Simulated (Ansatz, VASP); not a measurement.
**Two plane-wave programs on BN**

Contents of POSCAR:

```
BN
1.0
    2.5256004897      0.0000000000      0.0000000000
   -1.2628002449      2.1872341839      0.0000000000
    0.0000000000      0.0000000000      6.9613833556
B N
2 2
Direct
    0.3333333333      0.6666666667      0.2500000000
    0.6666666667      0.3333333333      0.7500000000
    0.6666666667      0.3333333333      0.2500000000
    0.3333333333      0.6666666667      0.7500000000
```

INCAR.step1

```
SYSTEM = BN
ALGO = Normal ; EDIFF = 1E-4
ENCUT = 520 ; GGA = PE
ISMEAR = 0 ; LASPH = .TRUE.
LCHARG = .FALSE. ; LREAL = .FALSE.
LWAVE = .TRUE. ; NBANDS = 16
NELM = 60 ; PREC = Accurate
SIGMA = 0.01
```

The input INCAR.step2:

```
SYSTEM = BN
ALGO = Normal ; EDIFF = 1E-6
ENCUT = 520 ; ISIF = 2
ISMEAR = 0 ; ISTART = 1
LASPH = .TRUE. ; LCHARG = .FALSE.
LMIXTAU = .TRUE. ; LREAL = .FALSE.
LWAVE = .FALSE. ; METAGGA = R2SCAN
NBANDS = 16 ; NELM = 60
PREC = Accurate ; SIGMA = 0.01
```

The input KPOINTS:

```
k-points
0
G
  9 9 4
  0 0 0
```

Input for Ansatz:

```yaml
crystal:
  lattice:
    - [2.5256004897, 0.0, 0.0]
    - [-1.2628002449, 2.1872341839, 0.0]
    - [0.0, 0.0, 6.9613833556]
  atoms:
    - { symbol: B, position: [0.3333333333, 0.6666666667, 0.25] }
    - { symbol: B, position: [0.6666666667, 0.3333333333, 0.75] }
    - { symbol: "N", position: [0.6666666667, 0.3333333333, 0.25] }
    - { symbol: "N", position: [0.3333333333, 0.6666666667, 0.75] }
kpoints:
  mp_grid: { grid: [9, 9, 4] }
hamiltonian:
  xc: r2scan
scf:
  occupations: { method: fixed }
  n_extra_bands: 5
output:
  forces: true
  stress: true
  eigenvalues: true
```

Alike in both runs: task single point; functional r2SCAN; k mesh 9 × 9 × 4; no spin polarisation.

|  | VASP | Ansatz |
| --- | --- | --- |
| version | VASP 6.6.1 | Ansatz 0.2.0 |
| potentials or method | VASP PAW PBE potentials, release 64 (B, N) | plane waves, PAW |
| plane-wave cutoff (eV) | 520 | 500 |
| occupations | gaussian, width 0.01 eV | fixed |
| valence electrons in the cell | 16 | 16 |

```csv
,VASP,Ansatz,Ansatz less VASP
gap on the k mesh at the Fermi level (eV),5.02,4.97,-0.041
pressure (GPa),-6.4,-6.7,-0.36
"traceless stress, the component that is largest in VASP (GPa)",5.90,6.52,+0.621
```

VASP's potentials were made for PBE, not for r2SCAN.
